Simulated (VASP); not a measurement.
# Be16I in VASP: a series of runs

Be16I is run at these levels: PBEsol; tasks: single point.

All numbers are computed with VASP 6.6.1; they aren't measurements. Logs are shortened: lines on timing, memory, paths and dates and some standing lists are left out, and cuts for length are marked.

**1. The cell of the first run**

The cell holds a slab with vacuum, 17 atoms: a = 4.580 Å, b = 4.580 Å, c = 17.383 Å, α = 90.00°, β = 90.00°, γ = 60.00°.

**2. Single point, PBEsol**

INCAR

```
ALGO     = Normal         # electronic algorithm
EDIFF    = 1E-6           # SCF threshold, eV
ENCUT    = 520            # plane-wave cutoff, eV
GGA      = PS             # functional
ISIF     = 2              # what is computed and relaxed
ISMEAR   = 0              # smearing method
LASPH    = True           # aspherical terms in the spheres
LCHARG   = True           # write CHGCAR
LELF     = True           # ELF
LREAL    = Auto         
LVHAR    = True         
LWAVE    = False          # write WAVECAR
NBANDS   = 34             # bands
NELM     = 80             # most SCF steps
PREC     = Accurate       # precision mode
SIGMA    = 0.15           # smearing width, eV
```

KPOINTS

```
k-points
0
Gamma
  4 4 1
```

POSCAR

```
Be16I
1.0
    4.5800000000      0.0000000000      0.0000000000
    2.2900000000      3.9663960000      0.0000000000
    0.0000000000      0.0000000000     17.3826450000
Be I
16 1
Direct
   -0.1666666667      0.3333333333      0.0575285867
    0.3333333333      0.3333333333      0.0575285867
   -0.1666666667      0.8333333333      0.0575285867
    0.3333333333      0.8333333333      0.0575285867
    0.0008065765      0.0013816069      0.1600824846
    0.4991586153      0.0003880097      0.1597411096
    0.0007816884      0.4978108590      0.1600669518
    0.5001311414      0.4999246167      0.1600906536
   -0.1644964964      0.3322467046      0.2637277008
    0.3316987502      0.3303636349      0.2619898755
   -0.1660819270      0.8330428933      0.2611701499
    0.3317144482      0.8378916276      0.2620160511
    0.0022926044     -0.0090860822      0.3666208451
    0.5018345351     -0.0008952712      0.3619496918
    0.0023395391      0.5067108781      0.3666201548
    0.4950762450      0.5023999117      0.3595272181
    0.0140232466      0.2429369130      0.4922927437
```

Potentials or basis: VASP PAW PBE potentials, release 64 (Be, I).

Command:

```bash
$ cat potpaw_PBE.64/Be/POTCAR potpaw_PBE.64/I/POTCAR > POTCAR
$ mpirun -np 1 vasp_std > vasp.out
```

OUTCAR:

```text
EDIFF = 1E-6
   ENCUT = 520
   GGA = PS
   ISIF = 2
   ISMEAR = 0
   LASPH = True
   LREAL = Auto
   NELM = 80
   PREC = Accurate

 ion  position               nearest neighbor table
   1  0.833  0.333  0.058-   7 2.22   5 2.22   8 2.22   3 2.29   3 2.29   4 2.29   4 2.29   2 2.29
                             2 2.29
   2  0.333  0.333  0.058-   6 2.21   7 2.22   8 2.22   4 2.29   3 2.29   4 2.29   3 2.29   1 2.29
                             1 2.29
   3  0.833  0.833  0.058-   6 2.22   7 2.22   5 2.22   1 2.29   1 2.29   2 2.29   2 2.29   4 2.29
                             4 2.29
   4  0.333  0.833  0.058-   6 2.21   5 2.22   8 2.22   2 2.29   1 2.29   2 2.29   1 2.29   3 2.29
                             3 2.29
   5  0.001  0.001  0.160-  11 2.20  12 2.21   1 2.22   4 2.22   3 2.22   9 2.23   7 2.27   6 2.28
                             8 2.29   8 2.29   6 2.30   7 2.31
   6  0.499  0.000  0.160-  11 2.21  10 2.21  12 2.21   4 2.21   2 2.21   3 2.22   5 2.28   7 2.28
                             8 2.29   8 2.29   7 2.30   5 2.30
   7  0.001  0.498  0.160-  11 2.20  10 2.20   1 2.22   2 2.22   3 2.22   9 2.23   5 2.27   6 2.28
                             8 2.29   8 2.29   6 2.30   5 2.31
   8  0.500  0.500  0.160-   1 2.22   2 2.22   4 2.22  10 2.22  12 2.22   9 2.24   7 2.29   5 2.29
                             6 2.29   6 2.29   5 2.29   7 2.29
   9  0.836  0.332  0.264-  16 2.14   5 2.23   7 2.23   8 2.24  15 2.24  13 2.24  10 2.27  12 2.27
                            11 2.29  11 2.29  12 2.31  10 2.31
  10  0.332  0.330  0.262-  16 2.16  14 2.18   7 2.20   6 2.21   8 2.22  15 2.24  12 2.26   9 2.27
                            11 2.29  11 2.29   9 2.31  12 2.32
  11  0.834  0.833  0.261-  14 2.19   5 2.20   7 2.20   6 2.21  13 2.24  15 2.24  10 2.29  12 2.29
                             9 2.29   9 2.29  12 2.29  10 2.29
  12  0.332  0.838  0.262-  16 2.16  14 2.18   5 2.21   6 2.21   8 2.22  13 2.24  10 2.26   9 2.27
                            11 2.29  11 2.29   9 2.31  10 2.32
  13  0.002  0.991  0.367-  15 2.22  12 2.24   9 2.24  11 2.24  16 2.25  14 2.28  14 2.31  16 2.34
                            15 2.36  17 2.48
  14  0.502  0.999  0.362-  12 2.18  10 2.18  11 2.19  13 2.28  15 2.28  16 2.29  16 2.29  15 2.31
                            13 2.31
  15  0.002  0.507  0.367-  13 2.22  10 2.24   9 2.24  11 2.24  16 2.25  14 2.28  14 2.31  16 2.34
                            13 2.36  17 2.48
  16  0.495  0.502  0.360-   9 2.14  12 2.16  10 2.16  15 2.25  13 2.25  14 2.29  14 2.29  13 2.34
                            15 2.34
  17  0.014  0.243  0.492-  13 2.48  15 2.48

  LATTYP: Found a hexagonal cell.
 ALAT       =     4.5799996975
 C/A-ratio  =     3.7953375869

  Lattice vectors:

 A1 = (  -2.2900000000,  -3.9663960000,   0.0000000000)
 A2 = (   4.5800000000,   0.0000000000,   0.0000000000)
 A3 = (   0.0000000000,   0.0000000000,  17.3826450000)

Analysis of symmetry for initial positions (statically):
=====================================================================
 Subroutine PRICEL returns:
 Original cell was already a primitive cell.

 Routine SETGRP: Setting up the symmetry group for a
 hexagonal supercell.

 Subroutine GETGRP returns: Found  1 space group operations
 (whereof  1 operations were pure point group operations)
 out of a pool of 24 trial point group operations.

The static configuration has the point symmetry C_1 .

Analysis of symmetry for dynamics (positions and initial velocities):
=====================================================================
 Subroutine PRICEL returns:
 Original cell was already a primitive cell.

 Routine SETGRP: Setting up the symmetry group for a
 hexagonal supercell.

 Subroutine GETGRP returns: Found  1 space group operations
 (whereof  1 operations were pure point group operations)
 out of a pool of 24 trial point group operations.

The dynamic configuration has the point symmetry C_1 .

 Subroutine INISYM returns: Found  1 space group operations
 (whereof  1 operations are pure point group operations),
 and found     1 'primitive' translations

----------------------------------------------------------------------------------------

                                     Primitive cell

  volume of cell :     315.7748

  direct lattice vectors                    reciprocal lattice vectors
     4.580000000  0.000000000  0.000000000     0.218340611 -0.126059022  0.000000000
     2.290000000  3.966396000  0.000000000     0.000000000  0.252118044  0.000000000
     0.000000000  0.000000000 17.382645000     0.000000000  0.000000000  0.057528644

  length of vectors
     4.580000000  4.579999697 17.382645000     0.252118027  0.252118044  0.057528644

  position of ions in fractional coordinates (direct lattice)
     0.833333333  0.333333333  0.057528587
     0.333333333  0.333333333  0.057528587
     0.833333333  0.833333333  0.057528587
     0.333333333  0.833333333  0.057528587
     0.000806576  0.001381607  0.160082485
     0.499158615  0.000388010  0.159741110
[... 9 lines left out ...]
     0.495076245  0.502399912  0.359527218
     0.014023247  0.242936913  0.492292744

  ion indices of the primitive-cell ions
   primitive index   ion index
                 1           1
                 2           2
                 3           3
                 4           4
                 5           5
                 6           6
[... 9 lines left out ...]
                16          16
                17          17

----------------------------------------------------------------------------------------

 KPOINTS: k-points

Automatic generation of k-mesh.
 Grid dimensions read from file:
 generate k-points for:    4    4    1

 Generating k-lattice:

  Cartesian coordinates                     Fractional coordinates (reciprocal lattice)
     0.054585153 -0.031514755  0.000000000     0.250000000  0.000000000  0.000000000
     0.000000000  0.063029511  0.000000000     0.000000000  0.250000000  0.000000000
     0.000000000  0.000000000  0.057528644     0.000000000  0.000000000  1.000000000

  Length of vectors
     0.063029507  0.063029511  0.057528644

  Shift w.r.t. Gamma in fractional coordinates (k-lattice)
     0.000000000  0.000000000  0.000000000

 Subroutine IBZKPT returns following result:
 ===========================================

 Found     10 irreducible k-points:

 Following reciprocal coordinates:
            Coordinates               Weight
  0.000000  0.000000  0.000000      1.000000
  0.250000  0.000000  0.000000      2.000000
  0.250000  0.250000  0.000000      2.000000
  0.000000  0.250000  0.000000      2.000000
  0.500000  0.000000  0.000000      1.000000
  0.500000  0.500000  0.000000      1.000000
  0.000000  0.500000  0.000000      1.000000
  0.500000  0.250000  0.000000      2.000000
  0.250000  0.500000  0.000000      2.000000
 -0.250000  0.250000  0.000000      2.000000
   k-points           NKPTS =     10   k-points in BZ     NKDIM =     10   number of bands    NBANDS=     34
   number of dos      NEDOS =    301   number of ions     NIONS =     17
   total plane-waves  NPLWV = 181440
   dimension x,y,z NGX =    36 NGY =   36 NGZ =  140
   dimension x,y,z NGXF=    72 NGYF=   72 NGZF=  280
   ions per type =              16   1
   NGX,Y,Z   is equivalent  to a cutoff of  13.07, 13.07, 13.39 a.u.
   NGXF,Y,Z  is equivalent  to a cutoff of  26.13, 26.13, 26.78 a.u.
 SYSTEM =  unknown system
   PREC   = accura    normal or accurate (medium, high low for compatibility)
   ISTART =      0    job   : 0-new  1-cont  2-samecut
   ICHARG =      2    charge: 1-file 2-atom 10-const
   ISPIN  =      1    spin polarized calculation?
   LNONCOLLINEAR =      F non collinear calculations
   LSORBIT =      F    spin-orbit coupling
   LASPH  =      T    aspherical Exc in radial PAW
   ENCUT  =  520.0 eV  38.22 Ry    6.18 a.u.   8.52  8.52 32.32*2*pi/ulx,y,z
   NELM   =     80;   NELMIN=  2; NELMDL= -5     # of ELM steps
   EDIFF  = 0.1E-05   stopping-criterion for ELM
   LREAL  =      T    real-space projection
   EDIFFG = 0.1E-04   stopping-criterion for IOM
   NSW    =      0    number of steps for IOM
   IBRION =     -1    ionic relax: 0-MD 1-quasi-New 2-CG
   NFREE  =      0    steps in history (QN), initial steepest desc. (CG)
   ISIF   =      2    stress and relaxation
   ISYM   =      2    0-nonsym 1-usesym 2-fastsym
   POTIM  = 0.5000    time-step for ionic-motion
   TEBEG  =    0.0;   TEEND  =   0.0 temperature during run
   PSTRESS=    0.0 pullay stress
   NELECT =      39.0000    total number of electrons
   NUPDOWN=      -1.0000    fix difference up-down
   EMIN   =  10.00;   EMAX   =-10.00  energy-range for DOS
   EFERMI =   0.00;   METHOD = LEGACY
   ISMEAR =     0;   SIGMA  =   0.15  broadening in eV -4-tet -1-fermi 0-gaus
   EFERMI_NEDOS =   21; number of points for ismear=-14 and -15
   IALGO  =     38    algorithm
   IMIX   =      4    mixing-type and parameters
     AMIX     =   0.40;   BMIX     =  1.00
     AMIX_MAG =   1.60;   BMIX_MAG =  1.00
  volume/ion in A,a.u.               =      18.57       125.35
  Fermi-wavevector in a.u.,A,eV,Ry     =   0.815275  1.540646  9.043420  0.664673
  Thomas-Fermi vector in A             =   1.925333
   LORBIT       =      0    0 simple, 1 ext, 2 COOP (PROOUT), +10 PAW based schemes
   GGA     = PS    functional components
   LHFCALC =     F    Hartree Fock is set to
   AEXX    =    0.0000 exact exchange contribution
   IVDW    =     0    specifies the selected vdW correction
   LEPSILON=     F    determine dielectric tensor
   LRPA    =     F    only Hartree local field effects (RPA)
 non-spin polarized calculation
 Gauss-broadening in eV      SIGMA  =   0.15
  energy-cutoff  :      520.00
  volume of cell :      315.77
 maximum number of plane-waves:      8615
 NGX is ok and might be reduce to    36
   NGX = 17   NGY = 17   NGZ = 65

 number of electron      38.9999999 magnetization

 Free energy of the ion-electron system (eV)
  ---------------------------------------------------
  ext. energy  EPLUGINS =         0.00000000
  ---------------------------------------------------
  free energy    TOTEN  =       -62.24194227 eV

  energy without entropy =      -62.19554662  energy(sigma->0) =      -62.21874445

 E-fermi :   0.8777     XC(G=0):  -6.3572

 val. band max:        0.8657854601   @ k =   0.2500   0.5000   0.0000
 cond. band min:       1.2978556418   @ k =   0.5000   0.0000   0.0000
 fundamental gap:      0.4320701816
 Fermi energy:         0.8777264083

 k-point     1 :       0.0000    0.0000    0.0000
  band No.  band energies     occupation
      1     -12.7768      2.00000
      2      -9.2154      2.00000
      3      -7.7822      2.00000
      4      -5.7404      2.00000
      5      -3.9681      2.00000
      6      -3.1333      2.00000
[... 23 lines left out ...]
     30       5.3217      0.00000
     31       5.5711      0.00000

 k-point     2 :       0.2500    0.0000    0.0000
  band No.  band energies     occupation
      1     -12.6837      2.00000
      2      -8.7806      2.00000
      3      -7.3553      2.00000
      4      -5.3707      2.00000
      5      -5.3141      2.00000
      6      -4.1558      2.00000
[... 264 lines left out ...]
 k-point    10 :      -0.2500    0.2500    0.0000
  band No.  band energies     occupation
      1     -12.5854      2.00000
      2      -7.9094      2.00000
      3      -6.5085      2.00000
      4      -6.1883      2.00000
      5      -6.1500      2.00000
      6      -4.9491      2.00000
[... 23 lines left out ...]
     30       6.1508      0.00000
     31       6.5182      0.00000
 [bands above 31 left out]

------------------------ aborting loop because EDIFF is reached ----------------------------------------

  FORCE on cell =-STRESS in cart. coord.  units (eV):
  Direction    XX          YY          ZZ          XY          YZ          ZX
  --------------------------------------------------------------------------------------
  -------------------------------------------------------------------------------------
  Total       -6.3947025     -6.2139427      0.2910286      0.1589000      0.0001649      0.0041357
  in kB      -32.4454288    -31.5282901      1.4766202      0.8062263      0.0008365      0.0209836
  external PRESSURE =     -20.8323662 kB  Pullay stress =       0.0000000 kB

 VOLUME and BASIS-vectors are now :
 -----------------------------------------------------------------------------
  energy-cutoff  :      520.00
  volume of cell :      315.77
      direct lattice vectors                 reciprocal lattice vectors
     4.580000000  0.000000000  0.000000000     0.218340611 -0.126059022  0.000000000
     2.290000000  3.966396000  0.000000000     0.000000000  0.252118044  0.000000000
     0.000000000  0.000000000 17.382645000     0.000000000  0.000000000  0.057528644

 POSITION                                       TOTAL-FORCE (eV/Angst)
 -----------------------------------------------------------------------------------
      4.58000      1.32213      1.00000         0.028671     -0.016953     -0.028079
      2.29000      1.32213      1.00000        -0.017647      0.018840     -0.007121
      5.72500      3.30533      1.00000         0.014356     -0.008081     -0.014752
      3.43500      3.30533      1.00000        -0.025556      0.005688     -0.006565
      0.00686      0.00548      2.78266        -0.000393      0.000651      0.002005
      2.28704      0.00154      2.77672         0.000576      0.000372      0.002828
[... 9 lines left out ...]
      3.41794      1.99272      6.24953         0.003262     -0.000783      0.014750
      0.62055      0.96358      8.55735        -0.000541      0.000248      0.013304
 -----------------------------------------------------------------------------------
    total drift:                               -0.001087      0.000410     -0.006322

  FREE ENERGIE OF THE ION-ELECTRON SYSTEM (eV)
  ---------------------------------------------------
  free  energy   TOTEN  =       -62.2419422705 eV

  energy  without entropy=      -62.1955466215  energy(sigma->0) =      -62.21874445
```

Wall time 5.8 min (1 thread of Intel Xeon 6975P-C, shared host); peak memory 0.44 GiB.

Results:

* Free energy: -62.2419 eV
* Largest force: 0.044 eV/Å

Forces in eV/Å, atoms in the order of the input:
```
Be   0.029 -0.017 -0.028
Be  -0.018  0.019 -0.007
Be   0.014 -0.008 -0.015
Be  -0.026  0.006 -0.007
Be   0.000  0.001  0.002
Be   0.001  0.000  0.003
Be   0.000  0.000  0.004
Be   0.000  0.000  0.004
Be   0.001 -0.001 -0.004
Be   0.000  0.002 -0.005
Be   0.002 -0.002  0.002
Be  -0.002 -0.001 -0.007
Be   0.000  0.001  0.006
Be  -0.001 -0.001  0.017
Be  -0.002  0.001  0.005
Be   0.003 -0.001  0.015
I   -0.001  0.000  0.013
```

Levels at points of the mesh, in eV from the Fermi level:
```csv
k point,band 16,band 17,band 18,band 19,band 20,band 21,band 22,band 23,band 24,band 25
"(0.00, 0.00, 0.00)",-2.21,-1.71,-1.66,-1.65,-1.53,-0.03,2.59,2.71,2.75,3.00
"(0.50, 0.00, 0.00)",-1.21,-0.97,-0.57,0.42,0.55,0.90,1.97,2.70,2.82,3.80
"(0.50, 0.50, 0.00)",-1.15,-0.94,-0.60,0.46,0.59,0.86,1.79,2.75,2.79,3.89
"(0.00, 0.50, 0.00)",-1.15,-0.94,-0.60,0.46,0.59,0.86,1.79,2.75,2.79,3.89
```

Caveat: the k points lie up to 0.40 Å⁻¹ apart; the PAW data sets were made with another functional, which shifts forces and pressure a little; spin-orbit coupling is left out, which moves the levels of the heavy elements; an odd number of electrons without spin polarisation forces a metal; a magnetic or distorted state may lie lower.

(Continued in part 2 of 2.)
